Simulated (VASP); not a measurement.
# NaAl3O (Pm-3m) in VASP: relaxation of cell and atoms with PBE

Aim: the relaxation of cell and atoms of NaAl3O with PBE.

Program: VASP 6.6.1. These are calculated values, not measurements. Logs are shortened: lines on timing, memory, paths and dates and some standing lists are left out, and cuts for length are marked.

**1. The cell of the first run**

Symmetry: Pm-3m, No. 221, cubic system. Conventional cell: a = 4.405 Å, b = 4.405 Å, c = 4.405 Å, α = 90.00°, β = 90.00°, γ = 90.00°. Within 2.9 Å of Na (site symmetry m-3m) lie 6 Al at 2.20 Å. Al (site symmetry 4/mmm) has 2 Na at 2.20 Å within 2.9 Å. Within 4.1 Å of O (site symmetry m-3m) lie 12 Al at 3.11 Å and 8 Na at 3.81 Å.

The cell was generated, and may not be a known phase.

**2. Relaxation of cell and atoms, PBE**

INCAR

```
ALGO = Normal
EDIFF = 1E-7
EDIFFG = -0.04
ENCUT = 1130
GGA = PE
GGA_COMPAT = F
IBRION = 2
ISIF = 3
ISMEAR = 0
LASPH = T
LCHARG = F
LREAL = F
LWAVE = F
NELM = 120
NELMIN = 4
NSW = 90
PREC = Accurate
SIGMA = 0.1
```

KPOINTS

```
k-points
0
Gamma
  4 4 4
```

POSCAR

```
NaAl3O
1.0
    4.4049178900      0.0000000000      0.0000000000
    0.0000000000      4.4049178900      0.0000000000
    0.0000000000      0.0000000000      4.4049178900
Na Al O
1 3 1
Direct
    0.0000000000      0.0000000000      0.0000000000
    0.5000000000      0.0000000000      0.0000000000
    0.0000000000      0.5000000000      0.0000000000
    0.0000000000      0.0000000000      0.5000000000
    0.5000000000      0.5000000000      0.5000000000
```

Potentials or basis: VASP PAW PBE potentials, release 64 (Na_sv, Al, O).

The run is started by

```console
> cat potpaw_PBE.64/Na_sv/POTCAR potpaw_PBE.64/Al/POTCAR potpaw_PBE.64/O/POTCAR > POTCAR
> mpirun -np 1 vasp_std > vasp.out
```

OUTCAR:

```text
EDIFF = 1E-7
   EDIFFG = -0.04
   ENCUT = 1130
   GGA = PE
   IBRION = 2
   ISIF = 3
   ISMEAR = 0
   LASPH = T
   LREAL = F
   NELM = 120
   NELMIN = 4
   NSW = 90
   PREC = Accurate

 ion  position               nearest neighbor table
   1  0.000  0.000  0.000-   2 2.20   3 2.20   4 2.20   4 2.20   3 2.20   2 2.20
   2  0.500  0.000  0.000-   1 2.20   1 2.20   4 3.11   4 3.11   3 3.11   3 3.11   3 3.11   4 3.11
                             4 3.11   3 3.11
   3  0.000  0.500  0.000-   1 2.20   1 2.20   4 3.11   4 3.11   2 3.11   2 3.11   4 3.11   4 3.11
                             2 3.11   2 3.11
   4  0.000  0.000  0.500-   1 2.20   1 2.20   3 3.11   2 3.11   2 3.11   3 3.11   3 3.11   3 3.11
                             2 3.11   2 3.11
   5  0.500  0.500  0.500-

  LATTYP: Found a simple cubic cell.
 ALAT       =     4.4049178900

  Lattice vectors:

 A1 = (   4.4049178900,   0.0000000000,   0.0000000000)
 A2 = (   0.0000000000,   4.4049178900,   0.0000000000)
 A3 = (   0.0000000000,   0.0000000000,   4.4049178900)

Analysis of symmetry for initial positions (statically):
=====================================================================
 Subroutine PRICEL returns:
 Original cell was already a primitive cell.

 Routine SETGRP: Setting up the symmetry group for a
 simple cubic supercell.

 Subroutine GETGRP returns: Found 48 space group operations
 (whereof 48 operations were pure point group operations)
 out of a pool of 48 trial point group operations.

The static configuration has the point symmetry O_h .

Analysis of symmetry for dynamics (positions and initial velocities):
=====================================================================
 Subroutine PRICEL returns:
 Original cell was already a primitive cell.

 Routine SETGRP: Setting up the symmetry group for a
 simple cubic supercell.

 Subroutine GETGRP returns: Found 48 space group operations
 (whereof 48 operations were pure point group operations)
 out of a pool of 48 trial point group operations.

The dynamic configuration has the point symmetry O_h .

 Subroutine INISYM returns: Found 48 space group operations
 (whereof 48 operations are pure point group operations),
 and found     1 'primitive' translations

----------------------------------------------------------------------------------------

                                     Primitive cell

  volume of cell :      85.4700

  direct lattice vectors                    reciprocal lattice vectors
     4.404917890  0.000000000  0.000000000     0.227018988  0.000000000  0.000000000
     0.000000000  4.404917890  0.000000000     0.000000000  0.227018988  0.000000000
     0.000000000  0.000000000  4.404917890     0.000000000  0.000000000  0.227018988

  length of vectors
     4.404917890  4.404917890  4.404917890     0.227018988  0.227018988  0.227018988

  position of ions in fractional coordinates (direct lattice)
     0.000000000  0.000000000  0.000000000
     0.500000000  0.000000000  0.000000000
     0.000000000  0.500000000  0.000000000
     0.000000000  0.000000000  0.500000000
     0.500000000  0.500000000  0.500000000

  ion indices of the primitive-cell ions
   primitive index   ion index
                 1           1
                 2           2
                 3           3
                 4           4
                 5           5

----------------------------------------------------------------------------------------

 KPOINTS: k-points

Automatic generation of k-mesh.
 Grid dimensions read from file:
 generate k-points for:    4    4    4

 Generating k-lattice:

  Cartesian coordinates                     Fractional coordinates (reciprocal lattice)
     0.056754747  0.000000000  0.000000000     0.250000000  0.000000000  0.000000000
     0.000000000  0.056754747  0.000000000     0.000000000  0.250000000  0.000000000
     0.000000000  0.000000000  0.056754747     0.000000000  0.000000000  0.250000000

  Length of vectors
     0.056754747  0.056754747  0.056754747

  Shift w.r.t. Gamma in fractional coordinates (k-lattice)
     0.000000000  0.000000000  0.000000000

 Subroutine IBZKPT returns following result:
 ===========================================

 Found     10 irreducible k-points:

 Following reciprocal coordinates:
            Coordinates               Weight
  0.000000  0.000000  0.000000      1.000000
  0.250000  0.000000  0.000000      6.000000
  0.500000  0.000000  0.000000      3.000000
  0.250000  0.250000  0.000000     12.000000
  0.500000  0.250000  0.000000     12.000000
  0.500000  0.500000  0.000000      3.000000
  0.250000  0.250000  0.250000      8.000000
  0.500000  0.250000  0.250000     12.000000
  0.500000  0.500000  0.250000      6.000000
  0.500000  0.500000  0.500000      1.000000
   k-points           NKPTS =     10   k-points in BZ     NKDIM =     10   number of bands    NBANDS=     16
   number of dos      NEDOS =    301   number of ions     NIONS =      5
   total plane-waves  NPLWV = 110592
   dimension x,y,z NGX =    48 NGY =   48 NGZ =   48
   dimension x,y,z NGXF=    96 NGYF=   96 NGZF=   96
   ions per type =               1   3   1
   NGX,Y,Z   is equivalent  to a cutoff of  18.12, 18.12, 18.12 a.u.
   NGXF,Y,Z  is equivalent  to a cutoff of  36.23, 36.23, 36.23 a.u.
 SYSTEM =  unknown system
   PREC   = accura    normal or accurate (medium, high low for compatibility)
   ISTART =      0    job   : 0-new  1-cont  2-samecut
   ICHARG =      2    charge: 1-file 2-atom 10-const
   ISPIN  =      1    spin polarized calculation?
   LNONCOLLINEAR =      F non collinear calculations
   LSORBIT =      F    spin-orbit coupling
   LASPH  =      T    aspherical Exc in radial PAW
   ENCUT  = 1130.0 eV  83.05 Ry    9.11 a.u.  12.07 12.07 12.07*2*pi/ulx,y,z
   NELM   =    120;   NELMIN=  4; NELMDL= -5     # of ELM steps
   EDIFF  = 0.1E-06   stopping-criterion for ELM
   LREAL  =      F    real-space projection
   EDIFFG = -.4E-01   stopping-criterion for IOM
   NSW    =     90    number of steps for IOM
   IBRION =      2    ionic relax: 0-MD 1-quasi-New 2-CG
   NFREE  =      1    steps in history (QN), initial steepest desc. (CG)
   ISIF   =      3    stress and relaxation
   ISYM   =      2    0-nonsym 1-usesym 2-fastsym
   POTIM  = 0.5000    time-step for ionic-motion
   TEBEG  =    0.0;   TEEND  =   0.0 temperature during run
   PSTRESS=    0.0 pullay stress
   NELECT =      24.0000    total number of electrons
   NUPDOWN=      -1.0000    fix difference up-down
   EMIN   =  10.00;   EMAX   =-10.00  energy-range for DOS
   EFERMI =   0.00;   METHOD = LEGACY
   ISMEAR =     0;   SIGMA  =   0.10  broadening in eV -4-tet -1-fermi 0-gaus
   EFERMI_NEDOS =   21; number of points for ismear=-14 and -15
   IALGO  =     38    algorithm
   IMIX   =      4    mixing-type and parameters
     AMIX     =   0.40;   BMIX     =  1.00
     AMIX_MAG =   1.60;   BMIX_MAG =  1.00
  volume/ion in A,a.u.               =      17.09       115.36
  Fermi-wavevector in a.u.,A,eV,Ry     =   1.072031  2.025845 15.636508  1.149251
  Thomas-Fermi vector in A             =   2.207789
   LORBIT       =      0    0 simple, 1 ext, 2 COOP (PROOUT), +10 PAW based schemes
   GGA     = PE    functional components
   LHFCALC =     F    Hartree Fock is set to
   AEXX    =    0.0000 exact exchange contribution
   IVDW    =     0    specifies the selected vdW correction
   LEPSILON=     F    determine dielectric tensor
   LRPA    =     F    only Hartree local field effects (RPA)
 conjugate gradient relaxation of ions
 non-spin polarized calculation
 Gauss-broadening in eV      SIGMA  =   0.10
  energy-cutoff  :     1130.00
  volume of cell :       85.47
 maximum number of plane-waves:      7400
   NGX = 25   NGY = 25   NGZ = 25

--------------------------------------- Ionic step        1  -------------------------------------------

 number of electron      23.9999991 magnetization

 Free energy of the ion-electron system (eV)
  ---------------------------------------------------
  ext. energy  EPLUGINS =         0.00000000
  ---------------------------------------------------
  free energy    TOTEN  =        -8.16160388 eV

  energy without entropy =       -8.11876480  energy(sigma->0) =       -8.14018434

 E-fermi :   4.8235     XC(G=0):  -9.4591

 val. band max:        4.8106241144   @ k =   0.5000   0.2500   0.0000
 cond. band min:       4.8264664759   @ k =   0.5000   0.5000   0.2500
 fundamental gap:      0.0158423615
 Fermi energy:         4.8235217480

 k-point     1 :       0.0000    0.0000    0.0000
  band No.  band energies     occupation
      1     -49.0032      2.00000
      2     -21.0428      2.00000
      3     -21.0428      2.00000
      4     -21.0428      2.00000
      5     -11.3317      2.00000
      6      -3.1874      2.00000
[... 8 lines left out ...]
     15       9.7041      0.00000
     16       9.7041      0.00000

 k-point     2 :       0.2500    0.0000    0.0000
  band No.  band energies     occupation
      1     -49.0028      2.00000
      2     -21.0513      2.00000
      3     -21.0428      2.00000
      4     -21.0428      2.00000
      5     -11.3113      2.00000
      6      -2.9233      2.00000
[... 8 lines left out ...]
     15       7.7774      0.00000
     16       7.7774      0.00000
[... 289 lines left out ...]
 POSITION                                       TOTAL-FORCE (eV/Angst)
 -----------------------------------------------------------------------------------
      0.00000      0.00000      0.00000         0.000000      0.000000      0.000000
      2.68223      0.00000      0.00000         0.000000      0.000000      0.000000
      0.00000      2.68223      0.00000         0.000000      0.000000      0.000000
     -0.00000      0.00000      2.68223         0.000000      0.000000      0.000000
      2.68223      2.68223      2.68223        -0.000000      0.000000      0.000000
 -----------------------------------------------------------------------------------
    total drift:                                0.000000     -0.000000     -0.000000

  FREE ENERGIE OF THE ION-ELECTRON SYSTEM (eV)
  ---------------------------------------------------
  free  energy   TOTEN  =       -10.2798044996 eV

  energy  without entropy=      -10.2440218257  energy(sigma->0) =      -10.26191316

--------------------------------------- Ionic step        5  -------------------------------------------

 number of electron      23.9999996 magnetization

 Free energy of the ion-electron system (eV)
  ---------------------------------------------------
  ext. energy  EPLUGINS =         0.00000000
  ---------------------------------------------------
  free energy    TOTEN  =       -10.38358845 eV

  energy without entropy =      -10.35166914  energy(sigma->0) =      -10.36762880

 E-fermi :   1.4678     XC(G=0):  -7.7119

 val. band max:        1.4570405049   @ k =   0.2500   0.0000   0.0000
 cond. band min:       1.4901899975   @ k =   0.2500   0.2500   0.0000
 fundamental gap:      0.0331494926
 Fermi energy:         1.4677902044

 k-point     1 :       0.0000    0.0000    0.0000
  band No.  band energies     occupation
      1     -50.9016      2.00000
      2     -22.8762      2.00000
      3     -22.8762      2.00000
      4     -22.8762      2.00000
      5     -13.7377      2.00000
      6      -5.0288      2.00000
[... 8 lines left out ...]
     15       4.8324      0.00000
     16       4.8324      0.00000

 k-point     2 :       0.2500    0.0000    0.0000
  band No.  band energies     occupation
      1     -50.9018      2.00000
      2     -22.8775      2.00000
      3     -22.8762      2.00000
      4     -22.8762      2.00000
      5     -13.7353      2.00000
      6      -4.7855      2.00000
[... 8 lines left out ...]
     15       3.9308      0.00000
     16       3.9308      0.00000
[... 163 lines left out ...]
 VOLUME and BASIS-vectors are now :
 -----------------------------------------------------------------------------
  energy-cutoff  :     1130.00
  volume of cell :      137.83
      direct lattice vectors                 reciprocal lattice vectors
     5.165466773  0.000000000  0.000000000     0.193593347 -0.000000000  0.000000000
     0.000000000  5.165466773  0.000000000    -0.000000000  0.193593347 -0.000000000
    -0.000000000  0.000000000  5.165466773    -0.000000000 -0.000000000  0.193593347

 POSITION                                       TOTAL-FORCE (eV/Angst)
 -----------------------------------------------------------------------------------
      0.00000      0.00000      0.00000         0.000000      0.000000      0.000000
      2.58273      0.00000      0.00000         0.000000      0.000000      0.000000
      0.00000      2.58273      0.00000         0.000000      0.000000      0.000000
     -0.00000      0.00000      2.58273         0.000000      0.000000      0.000000
      2.58273      2.58273      2.58273        -0.000000      0.000000      0.000000
 -----------------------------------------------------------------------------------
    total drift:                                0.000000     -0.000000     -0.000000

  FREE ENERGIE OF THE ION-ELECTRON SYSTEM (eV)
  ---------------------------------------------------
  free  energy   TOTEN  =       -10.3835884492 eV

  energy  without entropy=      -10.3516691425  energy(sigma->0) =      -10.36762880

 reached required accuracy - stopping structural energy minimisation
```

Run time: 1.7 min. Hardware: 1 thread of Intel Xeon Platinum 8488C (Sapphire Rapids), shared host; peak memory 0.36 GiB.

What came out:

* Free energy: -10.3836 eV
* Relaxed volume: 27.57 Å³/atom
* Relaxed cell: a = 5.165 Å, b = 5.165 Å, c = 5.165 Å, α = 90.00°, β = 90.00°, γ = 90.00°
* Space group after relaxing (to 0.1 Å): Pm-3m (No. 221)
* Energy gained by relaxing: 444.4 meV/atom
* Ionic steps: 5
* Pressure after relaxing: -0.2 GPa
* Band gap on the k mesh: zero (bands 12 and 13 overlap by 0.33 eV)

Step by step:
```tsv
step	energy change (eV)	largest force (eV/Å)	pressure (GPa)	volume (Å³)
1	0.0000	0.0000	21.11	85.47
2	-2.0151	0.0000	3.89	116.46
3	-2.1952	0.0000	1.19	128.31
4	-2.1182	0.0000	-1.62	154.37
5	-2.2220	0.0000	-0.20	137.83
```

Final structure:
```xyz
5
Lattice="5.1655 0.0000 0.0000 0.0000 5.1655 0.0000 0.0000 0.0000 5.1655" Properties=species:S:1:pos:R:3 pbc="T T T"
Na    0.0000    0.0000    0.0000
Al    2.5827    0.0000    0.0000
Al    0.0000    2.5827    0.0000
Al    0.0000    0.0000    2.5827
O     2.5827    2.5827    2.5827
```

Caveat: the volume moved by over 15 % at a fixed basis, so the end points are rough.

The gap in the log of VASP goes by the Fermi energy; the results here count the filled bands.